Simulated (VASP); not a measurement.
# BiRu (Pm-3m) in VASP: notebook

Runs on BiRu. Level: PBE. Tasks: single point, relaxation of cell and atoms.

All numbers are computed with VASP 6.6.1; they aren't measurements. Logs are shortened: lines on timing, memory, paths and dates and some standing lists are left out, and cuts for length are marked.

**1. The cell of the first run**

It takes space group Pm-3m (No. 221, cubic). Conventional cell: a = 3.403 Å, b = 3.403 Å, c = 3.403 Å, α = 90.00°, β = 90.00°, γ = 90.00°. Within 3.9 Å of Bi (site symmetry m-3m) lie 8 Ru at 2.95 Å and 6 Bi at 3.40 Å. Within 3.9 Å of Ru (site symmetry m-3m) lie 8 Bi at 2.95 Å and 6 Ru at 3.40 Å.

**2. Single point, PBE**

Contents of INCAR:

```
SYSTEM = BiRu
  PREC = Accurate
  ENCUT = 520
  EDIFF = 1E-6
  ISMEAR = 0
  SIGMA = 0.1
  LREAL = .False.
  LASPH = .True.
  NELM = 80
  ALGO = Fast
  ISIF = 2
  LWAVE = .False.
  LCHARG = .False.
  GGA = PE
  NBANDS = 22
```

Contents of KPOINTS:

```
regular mesh
0
Gamma
  6 6 6
  0 0 0
```

Contents of POSCAR:

```
BiRu
1.0
    3.4029020051      0.0000000000      0.0000000000
    0.0000000000      3.4029020051      0.0000000000
    0.0000000000      0.0000000000      3.4029020051
Bi Ru
1 1
Direct
    0.0000000000      0.0000000000      0.0000000000
    0.5000000000      0.5000000000      0.5000000000
```

Potentials or basis: VASP PAW PBE potentials, release 64 (Bi_d, Ru_pv).

Launch:

```
cat potpaw_PBE.64/Bi_d/POTCAR potpaw_PBE.64/Ru_pv/POTCAR > POTCAR
mpirun -np 1 vasp_std > vasp.out
```

OUTCAR:

```text
SYSTEM = BiRu
   PREC = Accurate
   ENCUT = 520
   EDIFF = 1E-6
   ISMEAR = 0
   LREAL = .False.
   LASPH = .True.
   NELM = 80
   ISIF = 2
   GGA = PE

 ion  position               nearest neighbor table
   1  0.000  0.000  0.000-   2 2.95   2 2.95   2 2.95   2 2.95   2 2.95   2 2.95   2 2.95   2 2.95

   2  0.500  0.500  0.500-   1 2.95   1 2.95   1 2.95   1 2.95   1 2.95   1 2.95   1 2.95   1 2.95

  LATTYP: Found a simple cubic cell.
 ALAT       =     3.4029020051

  Lattice vectors:

 A1 = (   3.4029020051,   0.0000000000,   0.0000000000)
 A2 = (   0.0000000000,   3.4029020051,   0.0000000000)
 A3 = (   0.0000000000,   0.0000000000,   3.4029020051)

Analysis of symmetry for initial positions (statically):
=====================================================================
 Subroutine PRICEL returns:
 Original cell was already a primitive cell.

 Routine SETGRP: Setting up the symmetry group for a
 simple cubic supercell.

 Subroutine GETGRP returns: Found 48 space group operations
 (whereof 48 operations were pure point group operations)
 out of a pool of 48 trial point group operations.

The static configuration has the point symmetry O_h .

Analysis of symmetry for dynamics (positions and initial velocities):
=====================================================================
 Subroutine PRICEL returns:
 Original cell was already a primitive cell.

 Routine SETGRP: Setting up the symmetry group for a
 simple cubic supercell.

 Subroutine GETGRP returns: Found 48 space group operations
 (whereof 48 operations were pure point group operations)
 out of a pool of 48 trial point group operations.

The dynamic configuration has the point symmetry O_h .

 Subroutine INISYM returns: Found 48 space group operations
 (whereof 48 operations are pure point group operations),
 and found     1 'primitive' translations

----------------------------------------------------------------------------------------

                                     Primitive cell

  volume of cell :      39.4047

  direct lattice vectors                    reciprocal lattice vectors
     3.402902005  0.000000000  0.000000000     0.293866823  0.000000000  0.000000000
     0.000000000  3.402902005  0.000000000     0.000000000  0.293866823  0.000000000
     0.000000000  0.000000000  3.402902005     0.000000000  0.000000000  0.293866823

  length of vectors
     3.402902005  3.402902005  3.402902005     0.293866823  0.293866823  0.293866823

  position of ions in fractional coordinates (direct lattice)
     0.000000000  0.000000000  0.000000000
     0.500000000  0.500000000  0.500000000
[... 72 lines left out ...]
   EDIFF  = 0.1E-05   stopping-criterion for ELM
   LREAL  =      F    real-space projection
   EDIFFG = 0.1E-04   stopping-criterion for IOM
   NSW    =      0    number of steps for IOM
   IBRION =     -1    ionic relax: 0-MD 1-quasi-New 2-CG
   NFREE  =      0    steps in history (QN), initial steepest desc. (CG)
   ISIF   =      2    stress and relaxation
   ISYM   =      2    0-nonsym 1-usesym 2-fastsym
   POTIM  = 0.5000    time-step for ionic-motion
   TEBEG  =    0.0;   TEEND  =   0.0 temperature during run
   PSTRESS=    0.0 pullay stress
   NELECT =      29.0000    total number of electrons
   NUPDOWN=      -1.0000    fix difference up-down
   EMIN   =  10.00;   EMAX   =-10.00  energy-range for DOS
   EFERMI =   0.00;   METHOD = LEGACY
   ISMEAR =     0;   SIGMA  =   0.10  broadening in eV -4-tet -1-fermi 0-gaus
   EFERMI_NEDOS =   21; number of points for ismear=-14 and -15
   IALGO  =     68    algorithm
   IMIX   =      4    mixing-type and parameters
     AMIX     =   0.40;   BMIX     =  1.00
     AMIX_MAG =   1.60;   BMIX_MAG =  1.00
  volume/ion in A,a.u.               =      19.70       132.96
  Fermi-wavevector in a.u.,A,eV,Ry     =   1.478058  2.793124 29.724030  2.184655
  Thomas-Fermi vector in A             =   2.592386
   LORBIT       =      0    0 simple, 1 ext, 2 COOP (PROOUT), +10 PAW based schemes
   GGA     = PE    functional components
   LHFCALC =     F    Hartree Fock is set to
   AEXX    =    0.0000 exact exchange contribution
   IVDW    =     0    specifies the selected vdW correction
   LEPSILON=     F    determine dielectric tensor
   LRPA    =     F    only Hartree local field effects (RPA)
 non-spin polarized calculation
 RMM-DIIS sequential band-by-band and
 Gauss-broadening in eV      SIGMA  =   0.10
  energy-cutoff  :      520.00
  volume of cell :       39.40
 maximum number of plane-waves:      1080
 NGX is ok and might be reduce to    28
   NGX = 13   NGY = 13   NGZ = 13

 number of electron      28.9999999 magnetization

 Free energy of the ion-electron system (eV)
  ---------------------------------------------------
  ext. energy  EPLUGINS =         0.00000000
  ---------------------------------------------------
  free energy    TOTEN  =       -12.07232291 eV

  energy without entropy =      -12.05711464  energy(sigma->0) =      -12.06471878

 E-fermi :  11.0338     XC(G=0): -12.2726

 val. band max:       11.0262940276   @ k =   0.5000   0.5000   0.0000
 cond. band min:      11.0405688903   @ k =   0.5000   0.5000   0.1667
 fundamental gap:      0.0142748627
 Fermi energy:        11.0338245019

 k-point     1 :       0.0000    0.0000    0.0000
  band No.  band energies     occupation
      1     -31.2119      2.00000
      2     -31.2119      2.00000
      3     -31.2119      2.00000
      4     -12.0073      2.00000
      5     -12.0073      2.00000
      6     -11.7972      2.00000
[... 489 lines left out ...]
     21      16.2412      0.00000
     22      23.1082      0.00000

------------------------ aborting loop because EDIFF is reached ----------------------------------------

  FORCE on cell =-STRESS in cart. coord.  units (eV):
  Direction    XX          YY          ZZ          XY          YZ          ZX
  --------------------------------------------------------------------------------------
  -------------------------------------------------------------------------------------
  Total       -0.0045210     -0.0045210     -0.0045210      0.0000000     -0.0000000      0.0000000
  in kB       -0.1838232     -0.1838232     -0.1838232      0.0000000     -0.0000000      0.0000000
  external PRESSURE =      -0.1838232 kB  Pullay stress =       0.0000000 kB

 VOLUME and BASIS-vectors are now :
 -----------------------------------------------------------------------------
  energy-cutoff  :      520.00
  volume of cell :       39.40
      direct lattice vectors                 reciprocal lattice vectors
     3.402902005  0.000000000  0.000000000     0.293866823  0.000000000  0.000000000
     0.000000000  3.402902005  0.000000000     0.000000000  0.293866823  0.000000000
     0.000000000  0.000000000  3.402902005     0.000000000  0.000000000  0.293866823

 POSITION                                       TOTAL-FORCE (eV/Angst)
 -----------------------------------------------------------------------------------
      0.00000      0.00000      0.00000         0.000000      0.000000      0.000000
      1.70145      1.70145      1.70145         0.000000      0.000000      0.000000
 -----------------------------------------------------------------------------------
    total drift:                                0.000000      0.000000      0.000000

  FREE ENERGIE OF THE ION-ELECTRON SYSTEM (eV)
  ---------------------------------------------------
  free  energy   TOTEN  =       -12.0723229147 eV

  energy  without entropy=      -12.0571146447  energy(sigma->0) =      -12.06471878
```

stdout:

```text
POSCAR found type information on POSCAR BiRu
 POSCAR found :  2 types and       2 ions
 scaLAPACK will be used
 LDA part: xc-table for (Slater+PW92), standard interpolation
 POSCAR, INCAR and KPOINTS ok, starting setup
 FFT: planning ... GRIDC
 FFT: planning ... GRID_SOFT
 FFT: planning ... GRID
 WAVECAR not read
 entering main loop
```

Run time: 14 s. Hardware: 1 thread of AMD EPYC 7R13 (Zen 3), shared host; peak memory 0.13 GiB.

What came out:

- Free energy: -12.0723 eV
- Pressure: 0.0 GPa

Caveat: spin-orbit coupling is left out, which moves the levels of the heavy elements.

(Continued in part 2 of 3.)
